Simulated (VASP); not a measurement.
# NaS3 (Pm-3m) in VASP: notebook

NaS3 is run at these levels: PBE; tasks: single point, relaxation of cell and atoms.

Everything below comes from runs of VASP 6.6.1. Logs are shortened: lines on timing, memory, paths and dates and some standing lists are left out, and cuts for length are marked.

### 1 The cell of the first run

The structure is cubic, space group Pm-3m (No. 221). The conventional cell has a = 4.125 Å, b = 4.125 Å, c = 4.125 Å, α = 90.00°, β = 90.00°, γ = 90.00°. Na (site symmetry m-3m) has 12 S at 2.92 Å within 3.8 Å. Within 3.8 Å of S (site symmetry 4/mmm) lie 4 Na at 2.92 Å and 8 S at 2.92 Å.

### 2 Single point, PBE

INCAR

```
SYSTEM = NaS3
  PREC = Accurate
  ENCUT = 520
  EDIFF = 1E-6
  ISMEAR = 0
  SIGMA = 0.1
  LREAL = .False.
  LASPH = .True.
  NELM = 100
  ALGO = Normal
  ISIF = 2
  LWAVE = .False.
  LCHARG = .True.
  GGA = PE
  LELF = .True.
  LVHAR = .True.
  NBANDS = 20
```

KPOINTS

```
regular mesh
0
Gamma
  4 4 4
  0 0 0
```

POSCAR

```
NaS3
1.0
    4.1252438969      0.0000000000      0.0000000000
    0.0000000000      4.1252438969      0.0000000000
    0.0000000000      0.0000000000      4.1252438969
Na S
1 3
Direct
    0.0000000000      0.0000000000      0.0000000000
    0.0000000000      0.5000000000      0.5000000000
    0.5000000000      0.0000000000      0.5000000000
    0.5000000000      0.5000000000      0.0000000000
```

Potentials or basis: VASP PAW PBE potentials, release 64 (Na_pv, S).

Started as:

```
$ cat potpaw_PBE.64/Na_pv/POTCAR potpaw_PBE.64/S/POTCAR > POTCAR
$ mpirun -np 1 vasp_std > vasp.out
```

OUTCAR:

```text
SYSTEM = NaS3
   PREC = Accurate
   ENCUT = 520
   EDIFF = 1E-6
   ISMEAR = 0
   LREAL = .False.
   LASPH = .True.
   NELM = 100
   ISIF = 2
   GGA = PE

 ion  position               nearest neighbor table
   1  0.000  0.000  0.000-
   2  0.000  0.500  0.500-
   3  0.500  0.000  0.500-
   4  0.500  0.500  0.000-

  LATTYP: Found a simple cubic cell.
 ALAT       =     4.1252438969

  Lattice vectors:

 A1 = (   4.1252438969,   0.0000000000,   0.0000000000)
 A2 = (   0.0000000000,   4.1252438969,   0.0000000000)
 A3 = (   0.0000000000,   0.0000000000,   4.1252438969)

Analysis of symmetry for initial positions (statically):
=====================================================================
 Subroutine PRICEL returns:
 Original cell was already a primitive cell.

 Routine SETGRP: Setting up the symmetry group for a
 simple cubic supercell.

 Subroutine GETGRP returns: Found 48 space group operations
 (whereof 48 operations were pure point group operations)
 out of a pool of 48 trial point group operations.

The static configuration has the point symmetry O_h .

Analysis of symmetry for dynamics (positions and initial velocities):
=====================================================================
 Subroutine PRICEL returns:
 Original cell was already a primitive cell.

 Routine SETGRP: Setting up the symmetry group for a
 simple cubic supercell.

 Subroutine GETGRP returns: Found 48 space group operations
 (whereof 48 operations were pure point group operations)
 out of a pool of 48 trial point group operations.

The dynamic configuration has the point symmetry O_h .

 Subroutine INISYM returns: Found 48 space group operations
 (whereof 48 operations are pure point group operations),
 and found     1 'primitive' translations

----------------------------------------------------------------------------------------

                                     Primitive cell

  volume of cell :      70.2019

  direct lattice vectors                    reciprocal lattice vectors
     4.125243897  0.000000000  0.000000000     0.242409910  0.000000000  0.000000000
     0.000000000  4.125243897  0.000000000     0.000000000  0.242409910  0.000000000
     0.000000000  0.000000000  4.125243897     0.000000000  0.000000000  0.242409910

  length of vectors
     4.125243897  4.125243897  4.125243897     0.242409910  0.242409910  0.242409910

  position of ions in fractional coordinates (direct lattice)
     0.000000000  0.000000000  0.000000000
     0.000000000  0.500000000  0.500000000
     0.500000000  0.000000000  0.500000000
     0.500000000  0.500000000  0.000000000

  ion indices of the primitive-cell ions
   primitive index   ion index
                 1           1
                 2           2
                 3           3
                 4           4

----------------------------------------------------------------------------------------

 KPOINTS: regular mesh

Automatic generation of k-mesh.
 Grid dimensions read from file:
 generate k-points for:    4    4    4

 Generating k-lattice:

  Cartesian coordinates                     Fractional coordinates (reciprocal lattice)
     0.060602477  0.000000000  0.000000000     0.250000000  0.000000000  0.000000000
     0.000000000  0.060602477  0.000000000     0.000000000  0.250000000  0.000000000
     0.000000000  0.000000000  0.060602477     0.000000000  0.000000000  0.250000000

  Length of vectors
     0.060602477  0.060602477  0.060602477

  Shift w.r.t. Gamma in fractional coordinates (k-lattice)
     0.000000000  0.000000000  0.000000000

 Subroutine IBZKPT returns following result:
 ===========================================

 Found     10 irreducible k-points:

 Following reciprocal coordinates:
            Coordinates               Weight
  0.000000  0.000000  0.000000      1.000000
  0.250000  0.000000  0.000000      6.000000
  0.500000  0.000000  0.000000      3.000000
  0.250000  0.250000  0.000000     12.000000
  0.500000  0.250000  0.000000     12.000000
  0.500000  0.500000  0.000000      3.000000
  0.250000  0.250000  0.250000      8.000000
  0.500000  0.250000  0.250000     12.000000
  0.500000  0.500000  0.250000      6.000000
  0.500000  0.500000  0.500000      1.000000
   k-points           NKPTS =     10   k-points in BZ     NKDIM =     10   number of bands    NBANDS=     20
   number of dos      NEDOS =    301   number of ions     NIONS =      4
   total plane-waves  NPLWV =  32768
   dimension x,y,z NGX =    32 NGY =   32 NGZ =   32
   dimension x,y,z NGXF=    64 NGYF=   64 NGZF=   64
   ions per type =               1   3
   NGX,Y,Z   is equivalent  to a cutoff of  12.90, 12.90, 12.90 a.u.
   NGXF,Y,Z  is equivalent  to a cutoff of  25.79, 25.79, 25.79 a.u.
 SYSTEM =  NaS3
   PREC   = accura    normal or accurate (medium, high low for compatibility)
   ISTART =      0    job   : 0-new  1-cont  2-samecut
   ICHARG =      2    charge: 1-file 2-atom 10-const
   ISPIN  =      1    spin polarized calculation?
   LNONCOLLINEAR =      F non collinear calculations
   LSORBIT =      F    spin-orbit coupling
   LASPH  =      T    aspherical Exc in radial PAW
   ENCUT  =  520.0 eV  38.22 Ry    6.18 a.u.   7.67  7.67  7.67*2*pi/ulx,y,z
   NELM   =    100;   NELMIN=  2; NELMDL= -5     # of ELM steps
   EDIFF  = 0.1E-05   stopping-criterion for ELM
   LREAL  =      F    real-space projection
   EDIFFG = 0.1E-04   stopping-criterion for IOM
   NSW    =      0    number of steps for IOM
   IBRION =     -1    ionic relax: 0-MD 1-quasi-New 2-CG
   NFREE  =      0    steps in history (QN), initial steepest desc. (CG)
   ISIF   =      2    stress and relaxation
   ISYM   =      2    0-nonsym 1-usesym 2-fastsym
   POTIM  = 0.5000    time-step for ionic-motion
   TEBEG  =    0.0;   TEEND  =   0.0 temperature during run
   PSTRESS=    0.0 pullay stress
   NELECT =      25.0000    total number of electrons
   NUPDOWN=      -1.0000    fix difference up-down
   EMIN   =  10.00;   EMAX   =-10.00  energy-range for DOS
   EFERMI =   0.00;   METHOD = LEGACY
   ISMEAR =     0;   SIGMA  =   0.10  broadening in eV -4-tet -1-fermi 0-gaus
   EFERMI_NEDOS =   21; number of points for ismear=-14 and -15
   IALGO  =     38    algorithm
   IMIX   =      4    mixing-type and parameters
     AMIX     =   0.40;   BMIX     =  1.00
     AMIX_MAG =   1.60;   BMIX_MAG =  1.00
  volume/ion in A,a.u.               =      17.55       118.44
  Fermi-wavevector in a.u.,A,eV,Ry     =   1.160393  2.192825 18.320416  1.346513
  Thomas-Fermi vector in A             =   2.296976
   LORBIT       =      0    0 simple, 1 ext, 2 COOP (PROOUT), +10 PAW based schemes
   GGA     = PE    functional components
   LHFCALC =     F    Hartree Fock is set to
   AEXX    =    0.0000 exact exchange contribution
   IVDW    =     0    specifies the selected vdW correction
   LEPSILON=     F    determine dielectric tensor
   LRPA    =     F    only Hartree local field effects (RPA)
 non-spin polarized calculation
 Gauss-broadening in eV      SIGMA  =   0.10
  energy-cutoff  :      520.00
  volume of cell :       70.20
 maximum number of plane-waves:      1924
 NGX is ok and might be reduce to    32
   NGX = 15   NGY = 15   NGZ = 15

 number of electron      25.0000015 magnetization

 Free energy of the ion-electron system (eV)
  ---------------------------------------------------
  ext. energy  EPLUGINS =         0.00000000
  ---------------------------------------------------
  free energy    TOTEN  =       -12.31323415 eV

  energy without entropy =      -12.29181207  energy(sigma->0) =      -12.30252311

 E-fermi :   5.1077     XC(G=0): -10.1084

 val. band max:        5.0138495840   @ k =   0.2500   0.2500   0.0000
 cond. band min:       5.1236936863   @ k =   0.5000   0.2500   0.2500
 fundamental gap:      0.1098441022
 Fermi energy:         5.1077166292

 k-point     1 :       0.0000    0.0000    0.0000
  band No.  band energies     occupation
      1     -18.2048      2.00000
      2     -18.2048      2.00000
      3     -18.2048      2.00000
      4      -9.9393      2.00000
      5      -5.9088      2.00000
      6      -5.9088      2.00000
[... 12 lines left out ...]
     19      11.9813      0.00000
     20      11.9813      0.00000

 k-point     2 :       0.2500    0.0000    0.0000
  band No.  band energies     occupation
      1     -18.2128      2.00000
      2     -18.2041      2.00000
      3     -18.2041      2.00000
      4      -9.5657      2.00000
      5      -6.7159      2.00000
      6      -5.8377      2.00000
[... 12 lines left out ...]
     19      13.1602      0.00000
     20      13.4418      0.00000

 k-point     3 :       0.5000    0.0000    0.0000
  band No.  band energies     occupation
      1     -18.2206      2.00000
      2     -18.2034      2.00000
      3     -18.2034      2.00000
      4      -8.8762      2.00000
      5      -7.7672      2.00000
      6      -5.7636      2.00000
[... 12 lines left out ...]
     19      14.3032      0.00000
     20      14.3119      0.00000

 k-point     4 :       0.2500    0.2500    0.0000
  band No.  band energies     occupation
      1     -18.2121      2.00000
      2     -18.2107      2.00000
      3     -18.2034      2.00000
      4      -9.2058      2.00000
      5      -6.8245      2.00000
      6      -6.2985      2.00000
[... 107 lines left out ...]
 k-point     9 :       0.5000    0.5000    0.2500
  band No.  band energies     occupation
      1     -18.2149      2.00000
      2     -18.2149      2.00000
      3     -18.2076      2.00000
      4      -7.4591      2.00000
      5      -7.3714      2.00000
      6      -7.3714      2.00000
[... 12 lines left out ...]
     19      15.5692      0.00000
     20      15.6236      0.00000

 k-point    10 :       0.5000    0.5000    0.5000
  band No.  band energies     occupation
      1     -18.2132      2.00000
      2     -18.2132      2.00000
      3     -18.2132      2.00000
      4      -7.2607      2.00000
      5      -7.2607      2.00000
      6      -7.2607      2.00000
[... 12 lines left out ...]
     19      14.6499      0.00000
     20      16.1985      0.00000

------------------------ aborting loop because EDIFF is reached ----------------------------------------

  FORCE on cell =-STRESS in cart. coord.  units (eV):
  Direction    XX          YY          ZZ          XY          YZ          ZX
  --------------------------------------------------------------------------------------
  -------------------------------------------------------------------------------------
  Total        0.0648978      0.0648978      0.0648978     -0.0000000     -0.0000000      0.0000000
  in kB        1.4811251      1.4811251      1.4811251     -0.0000000     -0.0000000      0.0000000
  external PRESSURE =       1.4811251 kB  Pullay stress =       0.0000000 kB

 VOLUME and BASIS-vectors are now :
 -----------------------------------------------------------------------------
  energy-cutoff  :      520.00
  volume of cell :       70.20
      direct lattice vectors                 reciprocal lattice vectors
     4.125243897  0.000000000  0.000000000     0.242409910  0.000000000  0.000000000
     0.000000000  4.125243897  0.000000000     0.000000000  0.242409910  0.000000000
     0.000000000  0.000000000  4.125243897     0.000000000  0.000000000  0.242409910

 POSITION                                       TOTAL-FORCE (eV/Angst)
 -----------------------------------------------------------------------------------
      0.00000      0.00000      0.00000         0.000000      0.000000      0.000000
      0.00000      2.06262      2.06262         0.000000      0.000000      0.000000
      2.06262      0.00000      2.06262         0.000000      0.000000      0.000000
      2.06262      2.06262      0.00000         0.000000      0.000000      0.000000
 -----------------------------------------------------------------------------------
    total drift:                                0.000000     -0.000000     -0.000000

  FREE ENERGIE OF THE ION-ELECTRON SYSTEM (eV)
  ---------------------------------------------------
  free  energy   TOTEN  =       -12.3132341546 eV

  energy  without entropy=      -12.2918120733  energy(sigma->0) =      -12.30252311
```

Wall time 17 s (1 thread of Intel Xeon 8259CL, shared host); peak memory 0.17 GiB.

What came out:

| Quantity | Value |
| --- | --- |
| Free energy | -12.3132 eV |
| Pressure | 0.1 GPa |

Levels at points of the mesh, in eV from the Fermi level:
```
           k point  band 8  band 9  band 10  band 11  band 12  band 13  band 14  band 15  band 16  band 17
(0.00, 0.00, 0.00)   -4.92   -4.92    -0.89    -0.89    -0.89     1.20     1.20     1.20     2.73     6.32
(0.50, 0.00, 0.00)   -4.00   -2.77    -2.38    -2.38    -2.10    -1.82     0.56     0.56     5.81     7.52
(0.50, 0.50, 0.00)   -3.96   -2.40    -2.26    -2.26    -2.23    -2.23     1.33     1.40     6.48     6.95
(0.50, 0.50, 0.50)   -5.23   -5.23    -5.23     1.47     1.47     1.47     1.47     1.47     2.75     9.54
```

Caveat: the k points lie up to 0.38 Å⁻¹ apart.

(Part 1 of 3 ends here.)
